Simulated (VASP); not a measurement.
# PbSe (P4/nmm) in VASP: a series of runs

PbSe is run at these levels: PBE; tasks: single point.

Everything below comes from runs of VASP 6.6.1. Logs are shortened: lines on timing, memory, paths and dates and some standing lists are left out, and cuts for length are marked.

**1. The cell of the first run**

The structure is tetragonal, space group P4/nmm (No. 129). The conventional cell has a = 5.349 Å, b = 5.349 Å, c = 4.221 Å, α = 90.00°, β = 90.00°, γ = 90.00°. Within 4.3 Å of Pb (site symmetry 4mm) lie 8 Se at 2.99 to 3.93 Å and 6 Pb at 4.08 to 4.22 Å. Within 4.0 Å of Se (site symmetry -4m2) lie 8 Pb at 2.99 to 3.93 Å and 4 Se at 3.78 Å.

**2. Single point, PBE**

The input, INCAR:

```
  ALGO = Normal
  EDIFF = 1E-6
  ENCUT = 520
  GGA = PE
  ISIF = 2
  ISMEAR = -5
  LASPH = T
  LCHARG = F
  LREAL = F
  LWAVE = F
  NBANDS = 28
  NELM = 100
  PREC = Accurate
  SIGMA = 0.1
```

The input, KPOINTS:

```
k-points
0
Gamma
  6 6 8
```

The input, POSCAR:

```
PbSe
1.0
    5.3494553078      0.0000000000      0.0000000000
    0.0000000000      5.3494553078      0.0000000000
    0.0000000000      0.0000000000      4.2212686564
Pb Se
2 2
Direct
    0.5000000000      0.0000000000      0.3182456201
    0.0000000000      0.5000000000      0.6817543799
    0.0000000000      0.0000000000      0.0000000000
    0.5000000000      0.5000000000      0.0000000000
```

Potentials or basis: VASP PAW PBE potentials, release 64 (Pb_d, Se).

Started as:

```
cat potpaw_PBE.64/Pb_d/POTCAR potpaw_PBE.64/Se/POTCAR > POTCAR
mpirun -np 1 vasp_std > vasp.out
```

OUTCAR:

```text
EDIFF = 1E-6
   ENCUT = 520
   GGA = PE
   ISIF = 2
   ISMEAR = -5
   LASPH = T
   LREAL = F
   NELM = 100
   PREC = Accurate

 ion  position               nearest neighbor table
   1  0.500  0.000  0.318-   3 2.99   4 2.99   4 2.99   3 2.99   2 4.08   2 4.08   2 4.08   2 4.08

   2  0.000  0.500  0.682-   3 2.99   4 2.99   3 2.99   4 2.99   1 4.08   1 4.08   1 4.08   1 4.08

   3  0.000  0.000  0.000-   1 2.99   2 2.99   2 2.99   1 2.99
   4  0.500  0.500  0.000-   1 2.99   2 2.99   1 2.99   2 2.99

  LATTYP: Found a simple tetragonal cell.
 ALAT       =     5.3494553078
 C/A-ratio  =     0.7891025186

  Lattice vectors:

 A1 = (   5.3494553078,   0.0000000000,   0.0000000000)
 A2 = (   0.0000000000,   5.3494553078,   0.0000000000)
 A3 = (   0.0000000000,   0.0000000000,   4.2212686564)

Analysis of symmetry for initial positions (statically):
=====================================================================
 Subroutine PRICEL returns:
 Original cell was already a primitive cell.

 Routine SETGRP: Setting up the symmetry group for a
 simple tetragonal supercell.

 Subroutine GETGRP returns: Found 16 space group operations
 (whereof  8 operations were pure point group operations)
 out of a pool of 16 trial point group operations.

The static configuration has the point symmetry D_2d.
 The point group associated with its full space group is D_4h.

Analysis of symmetry for dynamics (positions and initial velocities):
=====================================================================
 Subroutine PRICEL returns:
 Original cell was already a primitive cell.

 Routine SETGRP: Setting up the symmetry group for a
 simple tetragonal supercell.

 Subroutine GETGRP returns: Found 16 space group operations
 (whereof  8 operations were pure point group operations)
 out of a pool of 16 trial point group operations.

The dynamic configuration has the point symmetry D_2d.
 The point group associated with its full space group is D_4h.

 Subroutine INISYM returns: Found 16 space group operations
 (whereof  8 operations are pure point group operations),
 and found     1 'primitive' translations

----------------------------------------------------------------------------------------

                                     Primitive cell

  volume of cell :     120.7987

  direct lattice vectors                    reciprocal lattice vectors
     5.349455308  0.000000000  0.000000000     0.186934920  0.000000000  0.000000000
     0.000000000  5.349455308  0.000000000     0.000000000  0.186934920  0.000000000
     0.000000000  0.000000000  4.221268656     0.000000000  0.000000000  0.236895607

  length of vectors
     5.349455308  5.349455308  4.221268656     0.186934920  0.186934920  0.236895607

  position of ions in fractional coordinates (direct lattice)
     0.500000000  0.000000000  0.318245620
     0.000000000  0.500000000  0.681754380
     0.000000000  0.000000000  0.000000000
     0.500000000  0.500000000  0.000000000

  ion indices of the primitive-cell ions
   primitive index   ion index
                 1           1
                 2           2
                 3           3
                 4           4

----------------------------------------------------------------------------------------

 KPOINTS: k-points

Automatic generation of k-mesh.
 Grid dimensions read from file:
 generate k-points for:    6    6    8

 Generating k-lattice:

  Cartesian coordinates                     Fractional coordinates (reciprocal lattice)
     0.031155820  0.000000000  0.000000000     0.166666667  0.000000000  0.000000000
     0.000000000  0.031155820  0.000000000     0.000000000  0.166666667  0.000000000
     0.000000000  0.000000000  0.029611951     0.000000000  0.000000000  0.125000000

  Length of vectors
     0.031155820  0.031155820  0.029611951

  Shift w.r.t. Gamma in fractional coordinates (k-lattice)
     0.000000000  0.000000000  0.000000000

 TETIRR: Found    432 inequivalent tetrahedra from     1728

 Subroutine IBZKPT returns following result:
 ===========================================

 Found     50 irreducible k-points:

 Following reciprocal coordinates:
            Coordinates               Weight
  0.000000  0.000000  0.000000      1.000000
  0.166667  0.000000  0.000000      4.000000
  0.333333  0.000000  0.000000      4.000000
  0.500000  0.000000  0.000000      2.000000
  0.166667  0.166667  0.000000      4.000000
  0.333333  0.166667  0.000000      8.000000
[... 16 lines left out ...]
  0.333333  0.000000  0.250000      8.000000
  0.500000  0.000000  0.250000      4.000000
 [... further k-points ...]
   k-points           NKPTS =     50   k-points in BZ     NKDIM =     50   number of bands    NBANDS=     28
   number of dos      NEDOS =    301   number of ions     NIONS =      4
   total plane-waves  NPLWV =  51200
   dimension x,y,z NGX =    40 NGY =   40 NGZ =   32
   dimension x,y,z NGXF=    80 NGYF=   80 NGZF=   64
   ions per type =               2   2
   NGX,Y,Z   is equivalent  to a cutoff of  12.43, 12.43, 12.60 a.u.
   NGXF,Y,Z  is equivalent  to a cutoff of  24.86, 24.86, 25.21 a.u.
 SYSTEM =  unknown system
   PREC   = accura    normal or accurate (medium, high low for compatibility)
   ISTART =      0    job   : 0-new  1-cont  2-samecut
   ICHARG =      2    charge: 1-file 2-atom 10-const
   ISPIN  =      1    spin polarized calculation?
   LNONCOLLINEAR =      F non collinear calculations
   LSORBIT =      F    spin-orbit coupling
   LASPH  =      T    aspherical Exc in radial PAW
   ENCUT  =  520.0 eV  38.22 Ry    6.18 a.u.   9.95  9.95  7.85*2*pi/ulx,y,z
   NELM   =    100;   NELMIN=  2; NELMDL= -5     # of ELM steps
   EDIFF  = 0.1E-05   stopping-criterion for ELM
   LREAL  =      F    real-space projection
   EDIFFG = 0.1E-04   stopping-criterion for IOM
   NSW    =      0    number of steps for IOM
   IBRION =     -1    ionic relax: 0-MD 1-quasi-New 2-CG
   NFREE  =      0    steps in history (QN), initial steepest desc. (CG)
   ISIF   =      2    stress and relaxation
   ISYM   =      2    0-nonsym 1-usesym 2-fastsym
   POTIM  = 0.5000    time-step for ionic-motion
   TEBEG  =    0.0;   TEEND  =   0.0 temperature during run
   PSTRESS=    0.0 pullay stress
   NELECT =      40.0000    total number of electrons
   NUPDOWN=      -1.0000    fix difference up-down
   EMIN   =  10.00;   EMAX   =-10.00  energy-range for DOS
   EFERMI =   0.00;   METHOD = LEGACY
   ISMEAR =    -5;   SIGMA  =   0.10  broadening in eV -4-tet -1-fermi 0-gaus
   EFERMI_NEDOS =   21; number of points for ismear=-14 and -15
   IALGO  =     38    algorithm
   IMIX   =      4    mixing-type and parameters
     AMIX     =   0.40;   BMIX     =  1.00
     AMIX_MAG =   1.60;   BMIX_MAG =  1.00
  volume/ion in A,a.u.               =      30.20       203.80
  Fermi-wavevector in a.u.,A,eV,Ry     =   1.132594  2.140292 17.453123  1.282768
  Thomas-Fermi vector in A             =   2.269295
   LORBIT       =      0    0 simple, 1 ext, 2 COOP (PROOUT), +10 PAW based schemes
   GGA     = PE    functional components
   LHFCALC =     F    Hartree Fock is set to
   AEXX    =    0.0000 exact exchange contribution
   IVDW    =     0    specifies the selected vdW correction
   LEPSILON=     F    determine dielectric tensor
   LRPA    =     F    only Hartree local field effects (RPA)
 non-spin polarized calculation
 Fermi weights with tetrahedron method with Bloechl corrections
  energy-cutoff  :      520.00
  volume of cell :      120.80
 maximum number of plane-waves:      3280
 NGX is ok and might be reduce to    40
   NGX = 19   NGY = 19   NGZ = 15

 number of electron      40.0000010 magnetization

 Free energy of the ion-electron system (eV)
  ---------------------------------------------------
  ext. energy  EPLUGINS =         0.00000000
  ---------------------------------------------------
  free energy    TOTEN  =       -15.70785976 eV

  energy without entropy =      -15.70785976  energy(sigma->0) =      -15.70785976

 E-fermi :   4.2387     XC(G=0):  -9.3188

 val. band max:        4.1823879174   @ k =   0.5000   0.5000   0.5000
 cond. band min:       4.6116361520   @ k =   0.1667   0.1667   0.3750
 fundamental gap:      0.4292482346
 Fermi energy:         4.2386583963

 k-point     1 :       0.0000    0.0000    0.0000
  band No.  band energies     occupation
      1     -12.4739      2.00000
      2     -12.4605      2.00000
      3     -12.4526      2.00000
      4     -12.4326      2.00000
      5     -12.4326      2.00000
      6     -12.4178      2.00000
[... 20 lines left out ...]
     27       9.8510      0.00000
     28      10.5813      0.00000

 k-point     2 :       0.1667    0.0000    0.0000
  band No.  band energies     occupation
      1     -12.4663      2.00000
      2     -12.4607      2.00000
      3     -12.4528      2.00000
      4     -12.4314      2.00000
      5     -12.4293      2.00000
      6     -12.4182      2.00000
[... 20 lines left out ...]
     27      10.3820      0.00000
     28      11.1153      0.00000

 k-point     3 :       0.3333    0.0000    0.0000
  band No.  band energies     occupation
      1     -12.4602      2.00000
      2     -12.4543      2.00000
      3     -12.4481      2.00000
      4     -12.4283      2.00000
      5     -12.4209      2.00000
      6     -12.4205      2.00000
[... 20 lines left out ...]
     27      11.0966      0.00000
     28      11.4079      0.00000

 k-point     4 :       0.5000    0.0000    0.0000
  band No.  band energies     occupation
      1     -12.4574      2.00000
      2     -12.4574      2.00000
      3     -12.4317      2.00000
      4     -12.4317      2.00000
      5     -12.4242      2.00000
      6     -12.4242      2.00000
[... 578 lines left out ...]
     27      10.7541      0.00000
     28      12.1972      0.00000

 k-point    23 :       0.3333    0.0000    0.2500
  band No.  band energies     occupation
      1     -12.4588      2.00000
      2     -12.4530      2.00000
      3     -12.4407      2.00000
      4     -12.4310      2.00000
      5     -12.4304      2.00000
      6     -12.4216      2.00000
[... 20 lines left out ...]
     27      11.8788      0.00000
     28      12.0087      0.00000

 k-point    24 :       0.5000    0.0000    0.2500
  band No.  band energies     occupation
      1     -12.4584      2.00000
      2     -12.4584      2.00000
      3     -12.4376      2.00000
      4     -12.4376      2.00000
      5     -12.4241      2.00000
      6     -12.4241      2.00000
[... 20 lines left out ...]
     27      12.3883      0.00000
     28      12.3883      0.00000

 [... further k-points ...]
[... 5 lines left out ...]
  --------------------------------------------------------------------------------------
  -------------------------------------------------------------------------------------
  Total        0.0269763      0.0269763     -0.0164944      0.0000000      0.0000000      0.0000000
  in kB        0.3577927      0.3577927     -0.2187690      0.0000000      0.0000000      0.0000000
  external PRESSURE =       0.1656055 kB  Pullay stress =       0.0000000 kB

 VOLUME and BASIS-vectors are now :
 -----------------------------------------------------------------------------
  energy-cutoff  :      520.00
  volume of cell :      120.80
      direct lattice vectors                 reciprocal lattice vectors
     5.349455308  0.000000000  0.000000000     0.186934920  0.000000000  0.000000000
     0.000000000  5.349455308  0.000000000     0.000000000  0.186934920  0.000000000
     0.000000000  0.000000000  4.221268656     0.000000000  0.000000000  0.236895607

 POSITION                                       TOTAL-FORCE (eV/Angst)
 -----------------------------------------------------------------------------------
      2.67473      0.00000      1.34340        -0.000000      0.000000      0.006632
      0.00000      2.67473      2.87787         0.000000      0.000000     -0.006632
      0.00000      0.00000      0.00000        -0.000000     -0.000000      0.000000
      2.67473      2.67473      0.00000        -0.000000      0.000000      0.000000
 -----------------------------------------------------------------------------------
    total drift:                               -0.000000      0.000000      0.000000

  FREE ENERGIE OF THE ION-ELECTRON SYSTEM (eV)
  ---------------------------------------------------
  free  energy   TOTEN  =       -15.7078597574 eV

  energy  without entropy=      -15.7078597574  energy(sigma->0) =      -15.70785976
```

Run time: 97 s. Hardware: 1 thread of AMD EPYC 9R45 (Zen 5), shared host; peak memory 0.27 GiB.

Results:

| Item | Value |
| --- | --- |
| Free energy | -15.7079 eV |
| Pressure | 0.0 GPa |
| Largest force | 0.007 eV/Å |
| Band gap on the k mesh | 0.43 eV (least direct gap 0.88 eV) |

Forces in eV/Å, atoms in the order of the input:
```
Pb   0.000  0.000  0.007
Pb   0.000  0.000 -0.007
Se   0.000  0.000  0.000
Se   0.000  0.000  0.000
```

Levels at points of the mesh, in eV from the valence-band top:
| k point | band 17 | band 18 | band 19 | band 20 | band 21 | band 22 | band 23 | band 24 |
| --- | --- | --- | --- | --- | --- | --- | --- | --- |
| (0.00, 0.00, 0.00) | -1.31 | -1.31 | -1.02 | -0.26 | 2.02 | 3.92 | 4.54 | 4.54 |
| (0.50, 0.00, 0.00) | -1.26 | -1.26 | -0.42 | -0.42 | 1.94 | 1.94 | 4.57 | 4.57 |
| (0.50, 0.50, 0.00) | -0.68 | -0.68 | -0.11 | -0.11 | 0.81 | 0.81 | 3.33 | 3.33 |
| (0.00, 0.00, 0.50) | -1.59 | -1.35 | -1.11 | -1.11 | 0.83 | 1.00 | 1.18 | 1.18 |
| (0.50, 0.00, 0.50) | -2.21 | -2.21 | -1.20 | -1.20 | 2.37 | 2.37 | 2.72 | 2.72 |
| (0.50, 0.50, 0.50) | -3.13 | -3.13 | 0.00 | 0.00 | 3.91 | 3.91 | 4.09 | 4.09 |

Caveat: spin-orbit coupling is left out, which moves the levels of the heavy elements. A k mesh can miss the band edges.

[end of part 1 of 2]
